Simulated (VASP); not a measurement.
# HfB (Fm-3m) in VASP: notebook, part 2 of 2

VASP 6.6.1. Earlier steps stand in the parts before.

## Step 3: Single point, PBEsol

This run uses another cell than the first one, of 13.96 Å³/atom.

INCAR

```
SYSTEM = HfB
  PREC = Accurate
  ENCUT = 500
  EDIFF = 1E-6
  ISMEAR = 0
  SIGMA = 0.1
  LREAL = .False.
  LASPH = .True.
  NELM = 120
  ALGO = Normal
  ISIF = 2
  LWAVE = .False.
  LCHARG = .True.
  GGA = PS
  LELF = .True.
  LVHAR = .True.
  NBANDS = 14
  GGA_COMPAT = .False.
```

KPOINTS

```
regular mesh
0
Gamma
  16 16 16
  0 0 0
```

POSCAR

```
HfB
1.0
    0.0000000000      2.4077006673      2.4077006673
    2.4077006673      0.0000000000      2.4077006673
    2.4077006673      2.4077006673      0.0000000000
Hf B
1 1
Direct
    0.5000000000      0.5000000000      0.5000000000
    0.0000000000      0.0000000000      0.0000000000
```

Potentials or basis: VASP PAW PBE potentials, release 64 (Hf_pv, B).

Launch:

```bash
$ cat potpaw_PBE.64/Hf_pv/POTCAR potpaw_PBE.64/B/POTCAR > POTCAR
$ mpirun -np 1 vasp_std > vasp.out
```

OUTCAR:

```text
SYSTEM = HfB
   PREC = Accurate
   ENCUT = 500
   EDIFF = 1E-6
   ISMEAR = 0
   LREAL = .False.
   LASPH = .True.
   NELM = 120
   ISIF = 2
   GGA = PS

 ion  position               nearest neighbor table
   1  0.500  0.500  0.500-   2 2.41   2 2.41   2 2.41   2 2.41   2 2.41   2 2.41
   2  0.000  0.000  0.000-   1 2.41   1 2.41   1 2.41   1 2.41   1 2.41   1 2.41

  LATTYP: Found a face centered cubic cell.
 ALAT       =     4.8154013346

  Lattice vectors:

 A1 = (   0.0000000000,   2.4077006673,   2.4077006673)
 A2 = (   2.4077006673,   0.0000000000,   2.4077006673)
 A3 = (   2.4077006673,   2.4077006673,   0.0000000000)

Analysis of symmetry for initial positions (statically):
=====================================================================
 Subroutine PRICEL returns:
 Original cell was already a primitive cell.

 Routine SETGRP: Setting up the symmetry group for a
 face centered cubic supercell.

 Subroutine GETGRP returns: Found 48 space group operations
 (whereof 48 operations were pure point group operations)
 out of a pool of 48 trial point group operations.

The static configuration has the point symmetry O_h .

Analysis of symmetry for dynamics (positions and initial velocities):
[... 180 lines left out ...]
     12       7.9624      0.00000
     13      15.4033      0.00000
     14      15.4266      0.00000
[... 377 lines left out ...]
      1     -24.7166      2.00000
      2     -24.6854      2.00000
      3     -24.6743      2.00000
      4      -4.6643      2.00000
      5       5.5723      0.00000
      6       5.6336      0.00000
      7       6.0490      0.00000
      8       6.3966      0.00000
      9       7.3871      0.00000
     10       8.4168      0.00000
     11       9.2035      0.00000
     12      10.1969      0.00000
     13      15.7953      0.00000
     14      16.0515      0.00000

 [... further k-points ...]

------------------------ aborting loop because EDIFF is reached ----------------------------------------

  FORCE on cell =-STRESS in cart. coord.  units (eV):
  Direction    XX          YY          ZZ          XY          YZ          ZX
  --------------------------------------------------------------------------------------
  -------------------------------------------------------------------------------------
  Total       -0.4857761     -0.4857761     -0.4857761      0.0000000      0.0000000     -0.0000000
  in kB      -27.8810567    -27.8810567    -27.8810567      0.0000000      0.0000000     -0.0000000
  external PRESSURE =     -27.8810567 kB  Pullay stress =       0.0000000 kB

 VOLUME and BASIS-vectors are now :
 -----------------------------------------------------------------------------
  energy-cutoff  :      500.00
  volume of cell :       27.91
      direct lattice vectors                 reciprocal lattice vectors
     0.000000000  2.407700667  2.407700667    -0.207667011  0.207667011  0.207667011
     2.407700667  0.000000000  2.407700667     0.207667011 -0.207667011  0.207667011
     2.407700667  2.407700667  0.000000000     0.207667011  0.207667011 -0.207667011

 POSITION                                       TOTAL-FORCE (eV/Angst)
 -----------------------------------------------------------------------------------
      2.40770      2.40770      2.40770         0.000000     -0.000000      0.000000
      0.00000      0.00000      0.00000        -0.000000      0.000000     -0.000000
 -----------------------------------------------------------------------------------
    total drift:                                0.000000      0.000000      0.000000

  FREE ENERGIE OF THE ION-ELECTRON SYSTEM (eV)
  ---------------------------------------------------
  free  energy   TOTEN  =       -18.4076804204 eV

  energy  without entropy=      -18.4033758662  energy(sigma->0) =      -18.40552814
```

OSZICAR:

```text
N       E                     dE             d eps       ncg     rms          rms(c)
DAV:   1     0.193176432405E+02    0.19318E+02   -0.68000E+03  4068   0.833E+02
DAV:   2    -0.189803712071E+02   -0.38298E+02   -0.36438E+02  5190   0.186E+02
DAV:   3    -0.200047271579E+02   -0.10244E+01   -0.10170E+01  5062   0.207E+01
DAV:   4    -0.200089129797E+02   -0.41858E-02   -0.41856E-02  4654   0.167E+00
DAV:   5    -0.200089383006E+02   -0.25321E-04   -0.25321E-04  5166   0.117E-01    0.552E+01
DAV:   6    -0.184716780511E+02    0.15373E+01   -0.25354E+00  4732   0.949E+00    0.353E+01
DAV:   7    -0.184305017667E+02    0.41176E-01   -0.60131E-01  5230   0.499E+00    0.101E+01
DAV:   8    -0.184077100126E+02    0.22792E-01   -0.64163E-02  4662   0.151E+00    0.119E+00
DAV:   9    -0.184076780476E+02    0.31965E-04   -0.39092E-03  5248   0.435E-01    0.290E-01
DAV:  10    -0.184076803371E+02   -0.22895E-05   -0.61015E-05  4804   0.564E-02    0.381E-02
DAV:  11    -0.184076804204E+02   -0.83323E-07   -0.11303E-06  4330   0.762E-03
   1 F= -.18407680E+02 E0= -.18405528E+02  d E =-.430455E-02
```

Wall time 56 s (1 thread of AMD EPYC 7R13 (Zen 3), shared host); peak memory 0.16 GiB.

What came out:

```yaml
Free_energy: -18.4077 eV
Pressure: -2.8 GPa
Band_gap_on_the_k_mesh: zero (an odd number of electrons rules out a gap without spin polarisation)
```

Caveat: the PAW data sets were made with another functional, which shifts forces and pressure a little; spin-orbit coupling is left out, which moves the levels of the heavy elements.

## Step 4: Relaxation of cell and atoms, PBEsol, target pressure 60 GPa, at which the enthalpy is minimised

This run uses another cell than the first one, of 11.11 Å³/atom.

INCAR

```
SYSTEM = HfB
PREC = Accurate ; ENCUT = 500
EDIFF = 1E-7 ; ISMEAR = 0
SIGMA = 0.1 ; LREAL = .False.
LASPH = .True. ; NELM = 120
ALGO = Normal ; ISIF = 3
LWAVE = .False. ; LCHARG = .False.
GGA = PS ; IBRION = 2
NSW = 70 ; EDIFFG = -0.008
PSTRESS = 600.0 ; GGA_COMPAT = .False.
NELMIN = 4
```

KPOINTS is that of step 3.

POSCAR

```
HfB
1.0
    0.0000000000      2.2315826281      2.2315826281
    2.2315826281      0.0000000000      2.2315826281
    2.2315826281      2.2315826281      0.0000000000
Hf B
1 1
Direct
    0.5000000000      0.5000000000      0.5000000000
    0.0000000000      0.0000000000      0.0000000000
```

Launch:

```bash
$ cat potpaw_PBE.64/Hf_pv/POTCAR potpaw_PBE.64/B/POTCAR > POTCAR
$ mpirun -np 1 vasp_std > vasp.out
```

Wall time 56 s (1 thread of AMD EPYC 7R13 (Zen 3), shared host); peak memory 0.15 GiB.

It converged, with:

- Free energy: -17.5684 eV
- Relaxed volume: 11.07 Å³/atom
- Relaxed cell: a = 3.152 Å, b = 3.152 Å, c = 3.152 Å, α = 60.00°, β = 60.00°, γ = 60.00°
- Space group after relaxing (to 0.1 Å): Fm-3m (No. 225)
- Energy change on relaxing (the run minimises the enthalpy): +16.1 meV/atom
- Ionic steps: 3
- Pressure after relaxing: 60.0 GPa
- Band gap on the k mesh: zero (an odd number of electrons rules out a gap without spin polarisation)

The path:
```
step  energy change (eV)  largest force (eV/Å)  pressure (GPa)  volume (Å³)
   1              0.0000                0.0000           58.48        22.23
   2              0.1292                0.0000           64.52        21.89
   3              0.0321                0.0000           60.00        22.14
```

Final structure:
```cif
data_structure
_symmetry_space_group_name_H-M 'P 1'
_symmetry_Int_Tables_number 1
_cell_length_a 3.1518
_cell_length_b 3.1518
_cell_length_c 3.1518
_cell_angle_alpha 60.000
_cell_angle_beta 60.000
_cell_angle_gamma 60.000
_cell_volume 22.14
loop_
_atom_site_label
_atom_site_type_symbol
_atom_site_fract_x
_atom_site_fract_y
_atom_site_fract_z
_atom_site_occupancy
Hf1 Hf 0.50000 0.50000 0.50000 1
B1 B 0.00000 0.00000 0.00000 1
```

Levels at points of the mesh, in eV from the Fermi level:
```
           k point  band 4  band 5  band 6  band 7  band 8  band 9  band 10
(0.00, 0.00, 0.00)   -9.91    2.22    2.22    2.22    4.30    4.30     4.30
(0.50, 0.00, 0.00)   -5.42   -3.51   -1.63   -1.63    7.23    7.23     8.50
(0.50, 0.50, 0.00)   -7.05   -1.50   -0.49    2.80    2.80    6.94     8.83
```

Caveat: the cell is relaxed towards a set pressure, so the run minimises the enthalpy, not the energy; the PAW data sets were made with another functional, which shifts forces and pressure a little; spin-orbit coupling is left out, which moves the levels of the heavy elements.

## Step 5: Summary

```tsv
task	cell	gap on the mesh (eV)	pressure (GPa)
single point	a = 3.367 Å, angles 60.0°, 2 atoms	none	3.4
single point	a = 3.405 Å, angles 60.0°, 2 atoms	none	-2.8
relaxation of cell and atoms	relaxed to 60 GPa from a = 3.156 Å, angles 60.0°, 2 atoms	none	60.0
```

Alike in all rows: level PBEsol; potentials or basis VASP PAW PBE potentials, release 64 (Hf_pv, B); no spin polarisation; k mesh 16 × 16 × 16; cutoff (eV) 500; smearing gaussian 0.1 eV.

Caveats: the PAW data sets were made with another functional, which shifts forces and pressure a little; spin-orbit coupling is left out, which moves the levels of the heavy elements; the cell stands under pressure (at least some runs); the cell is relaxed towards a set pressure, so the run minimises the enthalpy, not the energy (at least some runs).

Absolute energies hang on the potentials; compare differences alone.
